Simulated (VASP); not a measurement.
**CdSe: single point with PBEsol**

The system is CdSe.

```xyz
2
Lattice="4.3015 0.0000 0.0000 2.1508 3.7252 0.0000 2.1508 1.2417 3.5122" Properties=species:S:1:pos:R:3 pbc="T T T"
Cd    0.0000    0.0000    0.0000
Se    6.4523    3.7252    2.6341
```

```yaml
Program: VASP 6.6.1
Task: single point
Functional: PBEsol
Potentials_or_basis: VASP PAW PBE potentials, release 64 (Cd, Se)
Cutoff: 520 eV
k_mesh: 6 × 6 × 6
Occupations: gaussian, width 0.01 eV
Spin: no spin polarisation
Dipole_correction: no
Further_INCAR_settings: ALGO = Normal; EDIFF = 1e-06; NBANDS = 16
```

* Pressure: 0.3 GPa
* Band gap on the k mesh: 0.48 eV, direct

Levels at points of the mesh, in eV from the valence-band top:
| k point | band 6 | band 7 | band 8 | band 9 | band 10 | band 11 | band 12 | band 13 |
| --- | --- | --- | --- | --- | --- | --- | --- | --- |
| (0.00, 0.00, 0.00) | -7.53 | 0.00 | 0.00 | 0.00 | 0.48 | 5.85 | 5.85 | 5.85 |
| (0.50, 0.00, 0.00) | -7.24 | -4.45 | -0.76 | -0.76 | 2.29 | 6.36 | 6.36 | 7.28 |
| (0.50, 0.50, 0.00) | -7.18 | -4.13 | -1.88 | -1.88 | 3.00 | 3.67 | 8.98 | 10.12 |

Run time: 12 s on 1 thread of Intel(R) Xeon(R) Platinum 8259CL CPU @ 2.50GHz (Skylake/Cascade Lake) (shared host), peak memory 0.18 GiB.

Caveat: the PAW data sets were made with another functional, which shifts forces and pressure a little. As with any semilocal functional, this PBEsol gap is likely too small.
